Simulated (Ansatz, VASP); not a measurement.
# One calculation of Zr3GeTe4, two programs

```
Zr Ge Te
1.0
     4.35753    0.00000    0.00000
    -2.17876    3.77373    0.00000
     0.00000    0.00000   12.46530
Zr Ge Te
3 1 4
Direct
  0.00000 0.00000 0.50000
  0.00000 0.00000 0.25526
  0.00000 0.00000 0.74474
  0.00000 0.00000 0.00000
  0.33333 0.66667 0.87735
  0.33333 0.66667 0.37410
  0.66667 0.33333 0.12265
  0.66667 0.33333 0.62590
```

Change from the starting cell: species swapped into the Mn3CrTe4 type (P-3m1, No. 164).

Alike in both runs: task relaxation of cell and atoms; functional PBE; k mesh 4 × 4 × 2; occupations gaussian, width 0.2 eV; no spin polarisation.

|  | VASP | Ansatz |
| --- | --- | --- |
| version | VASP 6.6.1 | Ansatz 0.2.0 |
| potentials or method | VASP PAW PBE potentials, release 64 (Zr_sv, Ge_d, Te), cutoff 600 eV | scalar-relativistic, plane waves, PAW |
| valence electrons in the cell | 74 | 114 |

|  | VASP | Ansatz | Ansatz less VASP |
| --- | --- | --- | --- |
| gap on the k mesh at the Fermi level, each at its own relaxed structure (eV) | none | none | - |
| relaxed volume (Å³/atom) | 25.06 | 25.06 | -0.001 |
| relaxed length of the cell vector where the two differ most in proportion (Å) | 15.809 | 15.759 | -0.0501 |

A gap of «none» marks a metal or a gap that the smearing closes. VASP's potentials hold 74 valence electrons a cell and Ansatz's 114, so a difference there can come from the potentials and not from the codes.

The k mesh is coarse, so the values compare programs but aren't converged. Spin-orbit coupling is off throughout.
